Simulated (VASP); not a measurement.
GdCu3: single point with RPBE+U

The system is GdCu3.

```xyz
4
Lattice="4.0361 0.0000 0.0000 0.0000 4.0361 0.0000 0.0000 0.0000 4.0361" Properties=species:S:1:pos:R:3 pbc="T T T"
Gd    0.0000    0.0000    0.0000
Cu    0.0000    2.0181    2.0181
Cu    2.0181    2.0181    0.0000
Cu    2.0181    0.0000    2.0181
```

```yaml
Program: VASP 6.6.1
Task: single point
Functional: RPBE
Potentials_or_basis: VASP PAW PBE potentials, release 64 (Gd, Cu)
Cutoff: 520 eV
k_mesh: 8 × 8 × 8
Occupations: methfessel-paxton, width 0.025 eV
Spin: collinear spin, ferromagnetic start
Starting_moments: "[7.0, 0.0, 0.0, 0.0] μB"
Hubbard_terms: Cu d U = 8.0 eV
```

```yaml
Pressure: 10.3 GPa
Net_moment: 7.48 μB per cell
Site_moments: Gd +6.90; Cu +0.04 μB
Valence_electrons_inside_the_program's_atomic_spheres: Gd 15.26; Cu 10.13
```

Levels at points of the mesh, in eV from the Fermi level:
Spin up:
| k point | band 27 | band 28 | band 29 | band 30 | band 31 | band 32 |
| --- | --- | --- | --- | --- | --- | --- |
| (0.00, 0.00, 0.00) | -3.74 | 0.18 | 0.18 | 2.50 | 2.50 | 2.50 |
| (0.50, 0.00, 0.00) | -3.74 | -3.67 | 0.13 | 0.50 | 0.50 | 3.68 |
| (0.50, 0.50, 0.00) | -3.85 | -2.20 | -0.91 | -0.91 | 1.27 | 1.27 |
| (0.50, 0.50, 0.50) | -0.89 | -0.89 | -0.89 | -0.20 | 0.95 | 0.95 |
Spin down:
| k point | band 20 | band 21 | band 22 | band 23 | band 24 | band 25 |
| --- | --- | --- | --- | --- | --- | --- |
| (0.00, 0.00, 0.00) | -3.69 | 0.60 | 0.60 | 0.60 | 0.64 | 0.64 |
| (0.50, 0.00, 0.00) | -3.67 | -3.51 | 0.59 | 0.70 | 0.70 | 0.76 |
| (0.50, 0.50, 0.00) | -3.64 | -1.61 | -0.67 | -0.67 | 0.73 | 0.73 |
| (0.50, 0.50, 0.50) | -0.64 | -0.60 | -0.60 | -0.60 | 0.62 | 0.62 |

Eigenvalues of the final occupation matrices:
```tsv
site	spin	trace	eigenvalues
site 2 d	1	4.74	0.94 0.95 0.95 0.95 0.96
site 2 d	2	4.71	0.93 0.94 0.94 0.94 0.95
site 3 d	1	4.74	0.94 0.95 0.95 0.95 0.96
site 3 d	2	4.71	0.93 0.94 0.94 0.94 0.95
site 4 d	1	4.74	0.94 0.95 0.95 0.95 0.96
site 4 d	2	4.71	0.93 0.94 0.94 0.94 0.95
```

Run time: 7.1 min on 1 thread of Oxide Virtual Turin-like Processor, with other jobs on the host, peak memory 0.26 GiB.

Caveat: the PAW data sets were made with another functional, which shifts forces and pressure a little; spin-orbit coupling is left out, which moves the levels of the heavy elements. The state reached can hang on the start; a lower one may exist.
